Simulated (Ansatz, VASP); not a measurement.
**PbS: VASP beside Ansatz**

```
Pb S
1.0
     0.00000    3.07685    3.07685
     3.07685    0.00000    3.07685
     3.07685    3.07685    0.00000
Pb S
1 1
Direct
  0.00000 0.00000 0.00000
  0.50000 0.50000 0.50000
```

Change from the starting cell: hydrostatic strain +3.0%.

Alike in both runs: task single point; functional r2SCAN; k mesh 8 × 8 × 8; occupations fermi-dirac, width 0.02 eV; non-collinear spin, spin-orbit coupling.

```csv
,VASP,Ansatz
version,VASP 6.6.1,Ansatz 0.2.0
potentials or method,"VASP PAW PBE potentials, release 64 (Pb_d, S)","plane waves, PAW"
plane-wave cutoff (eV),520,500
valence electrons in the cell,20,20
```

```tsv
	VASP	Ansatz	Ansatz less VASP
pressure (GPa)	-4.4	-4.4	-0.03
```

VASP's potentials were made for PBE, not for r2SCAN.
